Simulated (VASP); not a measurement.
# Li (P1) in VASP: a series of runs, part 2 of 2

VASP 6.6.1. The steps go on from the part before.

## 5. Single point, PBE+D3(BJ)

File INCAR:

```
PREC = Accurate ; ENCUT = 520
EDIFF = 1E-6 ; ISMEAR = -1
SIGMA = 0.1 ; LREAL = Auto
LASPH = T ; NELM = 60
ALGO = Normal ; ISIF = 2
LWAVE = F ; LCHARG = F
GGA = PE ; IVDW = 12
NBANDS = 38
```

File KPOINTS:

```
Automatic mesh
0
Gamma
  3 3 3
```

File POSCAR:

```
Li
1.0
    6.9800000000      0.0000000000      0.0000000000
    0.0000000000      6.9800000000      0.0000000000
    0.0000000000      0.0000000000      6.9800000000
Li
16
Direct
   -0.0243123209      0.0342263610     -0.0730229226
    0.5380945559      0.0966475645     -0.0689111748
   -0.0808739255      0.4353008596      0.0101575931
   -0.0452148997     -0.0145558739      0.5009312321
    0.1916905444      0.1907879656      0.2553295129
    0.4596991404      0.5139541547      0.0261891117
    0.4494985673     -0.0690830946      0.5399283668
    0.6841117479      0.2924212034      0.2790401146
   -0.0006876791      0.4629799427      0.5004584527
    0.1440974212      0.7925644699      0.2058882521
    0.2404871060      0.2322063037      0.7760028653
    0.5497134670      0.4997134670      0.5133094556
    0.7479369628      0.7717908309      0.2261318052
    0.7813467049      0.2648853868      0.6815329513
    0.1940257880      0.7031948424      0.7225787966
    0.7797564470      0.7350000000      0.7938538682
```

Potentials or basis: VASP PAW PBE potentials, release 64 (Li_sv).

The run is started by

```sh
cat potpaw_PBE.64/Li_sv/POTCAR > POTCAR
mpirun -np 1 vasp_std > vasp.out
```

OUTCAR:

```text
PREC = Accurate
   ENCUT = 520
   EDIFF = 1E-6
   ISMEAR = -1
   LREAL = Auto
   LASPH = T
   NELM = 60
   ISIF = 2
   GGA = PE
   IVDW = 12
 IVDW          = 12

 ion  position               nearest neighbor table
   1  0.976  0.034  0.927-  11 2.54
   2  0.538  0.097  0.931-  11 2.53
   3  0.919  0.435  0.010-
   4  0.955  0.985  0.501-
   5  0.192  0.191  0.255-
   6  0.460  0.514  0.026-
   7  0.449  0.931  0.540-
   8  0.684  0.292  0.279-  12 2.38
   9  0.999  0.463  0.500-  14 2.41
  10  0.144  0.793  0.206-
  11  0.240  0.232  0.776-   2 2.53   1 2.54
  12  0.550  0.500  0.513-   8 2.38  14 2.58
  13  0.748  0.772  0.226-
  14  0.781  0.265  0.682-   9 2.41  12 2.58
  15  0.194  0.703  0.723-
  16  0.780  0.735  0.794-

  LATTYP: Found a simple cubic cell.
 ALAT       =     6.9800000000

  Lattice vectors:

 A1 = (   6.9800000000,   0.0000000000,   0.0000000000)
[... 194 lines left out ...]
 E-fermi :   0.4471     XC(G=0):  -6.9005

 val. band max:        0.4430342882   @ k =  -0.3333   0.0000   0.3333
 cond. band min:       0.4517206822   @ k =   0.0000  -0.3333   0.3333
 fundamental gap:      0.0086863940
 Fermi energy:         0.4470776419

 k-point     1 :       0.0000    0.0000    0.0000
  band No.  band energies     occupation
      1     -46.3766      2.00000
      2     -46.3496      2.00000
      3     -46.3245      2.00000
      4     -46.3222      2.00000
      5     -46.3115      2.00000
      6     -46.3083      2.00000
[... 535 lines left out ...]
     35       3.5609      0.00000
     36       3.7837      0.00000
 [bands above 36 left out]

------------------------ aborting loop because EDIFF is reached ----------------------------------------

 Edisp (eV)   -2.58462

 E8    (eV) :    -1.0797

  FORCE on cell =-STRESS in cart. coord.  units (eV):
  Direction    XX          YY          ZZ          XY          YZ          ZX
  --------------------------------------------------------------------------------------
  -------------------------------------------------------------------------------------
  Total      -2.42064    -1.98881    -2.05613    -0.40543     0.68637     0.02270
  in kB     -11.40446    -9.36998    -9.68714    -1.91013     3.23373     0.10695
  external pressure =      -10.15 kB  Pullay stress =        0.00 kB

 VOLUME and BASIS-vectors are now :
 -----------------------------------------------------------------------------
  energy-cutoff  :      520.00
  volume of cell :      340.07
      direct lattice vectors                 reciprocal lattice vectors
     6.980000000  0.000000000  0.000000000     0.143266476  0.000000000  0.000000000
     0.000000000  6.980000000  0.000000000     0.000000000  0.143266476  0.000000000
     0.000000000  0.000000000  6.980000000     0.000000000  0.000000000  0.143266476

 POSITION                                       TOTAL-FORCE (eV/Angst)
 -----------------------------------------------------------------------------------
      6.81030      0.23890      6.47030        -0.040414     -0.190311      0.379926
      3.75590      0.67460      6.49900         0.137146     -0.458888      0.389698
      6.41550      3.03840      0.07090         0.280071      0.156919      0.049958
      6.66440      6.87840      3.49650        -0.049391     -0.036385      0.091850
      1.33800      1.33170      1.78220         0.322414      0.281592     -0.004470
      3.20870      3.58740      0.18280        -0.123459      0.145659     -0.130241
[... 8 lines left out ...]
      1.35430      4.90830      5.04360         0.069297      0.084577      0.343908
      5.44270      5.13030      5.54110        -0.325339     -0.126875     -0.224466
 -----------------------------------------------------------------------------------
    total drift:                               -0.007265      0.002712      0.000191

  FREE ENERGIE OF THE ION-ELECTRON SYSTEM (eV)
  ---------------------------------------------------
  free  energy   TOTEN  =       -31.5473365626 eV

  energy  without entropy=      -31.2760923396  energy(sigma->0) =      -31.41171445
```

OSZICAR:

```text
N       E                     dE             d eps       ncg     rms          rms(c)
DAV:   1     0.274607058011E+03    0.27461E+03   -0.21187E+04  1080   0.125E+03
DAV:   2     0.455154780169E+02   -0.22909E+03   -0.21351E+03  1080   0.333E+02
DAV:   3    -0.134387548886E+02   -0.58954E+02   -0.57110E+02  1988   0.832E+01
DAV:   4    -0.265020290010E+02   -0.13063E+02   -0.12848E+02  1800   0.657E+01
DAV:   5    -0.295497711273E+02   -0.30477E+01   -0.30459E+01  1912   0.196E+01    0.235E+00
DAV:   6    -0.290005317447E+02    0.54924E+00   -0.12920E+00  1476   0.579E+00    0.928E-01
DAV:   7    -0.289621944037E+02    0.38337E-01   -0.32601E-01  1752   0.194E+00    0.314E-01
DAV:   8    -0.289629812125E+02   -0.78681E-03   -0.57471E-02  1656   0.878E-01    0.181E-01
DAV:   9    -0.289627419207E+02    0.23929E-03   -0.52819E-03  1712   0.267E-01    0.840E-02
DAV:  10    -0.289627209700E+02    0.20951E-04   -0.66819E-04  1808   0.965E-02    0.259E-02
DAV:  11    -0.289627213723E+02   -0.40231E-06   -0.82980E-05  1656   0.370E-02    0.914E-03
DAV:  12    -0.289627184450E+02    0.29273E-05   -0.10287E-05  1680   0.170E-02    0.232E-03
DAV:  13    -0.289627181760E+02    0.26909E-06   -0.12275E-06   920   0.535E-03
   1 F= -.31547337E+02 E0= -.31411714E+02  d E =-.271244E+00
```

stdout:

```text
POSCAR found type information on POSCAR Li
 POSCAR found :  1 types and      16 ions
 scaLAPACK will be used
 LDA part: xc-table for (Slater+PW92), standard interpolation
 POSCAR, INCAR and KPOINTS ok, starting setup
 FFT: planning ... GRIDC
 FFT: planning ... GRID_SOFT
 FFT: planning ... GRID
 WAVECAR not read
 entering main loop
```

Wall time 3.3 min (1 thread of Intel Xeon 6975P-C (Granite Rapids), shared host); peak memory 0.39 GiB.

What came out:

```yaml
Free_energy: -31.5473 eV
Largest_force: 0.877 eV/Å
Band_gap_on_the_k_mesh: zero (bands 24 and 25 overlap by 0.43 eV)
Dispersion_energy_per_atom: -0.162 eV
```

Forces in eV/Å, atoms in the order of the input:
```
Li  -0.040 -0.190  0.380
Li   0.137 -0.459  0.390
Li   0.280  0.157  0.050
Li  -0.049 -0.036  0.092
Li   0.322  0.282 -0.004
Li  -0.123  0.146 -0.130
Li   0.180  0.261 -0.242
Li   0.213 -0.771 -0.359
Li   0.253  0.405 -0.447
Li   0.472 -0.416 -0.125
Li  -0.071  0.359 -0.453
Li  -0.674  0.472  0.293
Li  -0.260  0.029  0.081
Li  -0.384 -0.195  0.355
Li   0.069  0.085  0.344
Li  -0.325 -0.127 -0.224
```

Caveat: the cutoff is under 1.25 times the usual one of these potentials, so pressure, stress and relaxed cells hold a basis-set (Pulay) error; the atoms stand as in a frame of molecular dynamics.

## 6. Summary

```csv
cell,gap on the mesh (eV),largest force (eV/Å)
"as given, atomic positions A",none,0.70
"as given, atomic positions B",none,0.84
"as given, atomic positions C",none,1.17
"as given, atomic positions D",none,0.88
```

Alike in all rows: task single point; level PBE+D3(BJ); potentials or basis VASP PAW PBE potentials, release 64 (Li_sv); no spin polarisation; k mesh 3 × 3 × 3; cutoff (eV) 520; smearing fermi-dirac 0.1 eV.

Caveats: the cutoff is under 1.25 times the usual one of these potentials, so pressure, stress and relaxed cells hold a basis-set (Pulay) error; forces of over 1 eV/Å act on the atoms, so gaps and moduli don't describe the material at rest (at least some runs); the atoms stand as in a frame of molecular dynamics (at least some runs).

Absolute energies hang on the potentials; compare differences alone.

The gap in the log of VASP goes by the Fermi energy; the results here count the filled bands.